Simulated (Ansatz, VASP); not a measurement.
**Two plane-wave programs on W**

```
CELL_PARAMETERS angstrom
-1.67717 1.67717 1.67717
1.67717 -1.67717 1.67717
1.67717 1.67717 -1.67717
ATOMIC_POSITIONS crystal
W 0.00000 0.00000 0.00000
```

Alike in both runs: task single point; functional PBEsol; k mesh 20 × 20 × 20; occupations gaussian, width 0.15 eV; collinear spin.

```csv
,VASP,Ansatz
version,VASP 6.6.1,Ansatz 0.2.0
potentials or method,"VASP PAW PBE potentials, release 64 (W_sv), cutoff 520 eV","scalar-relativistic, plane waves, PAW"
valence electrons in the cell,14,14
```

|  | VASP | Ansatz | Ansatz less VASP |
| --- | --- | --- | --- |
| gap on the k mesh at the Fermi level (eV) | none | none | - |
| net moment per atom (μB) | 0.00 | 0.00 | 0.000 |

VASP's potentials were made for PBE, not for PBEsol. A gap of «none» marks a metal or a gap that the smearing closes. Ansatz's warnings: seeded moment not kept.

Spin-orbit coupling is off throughout.
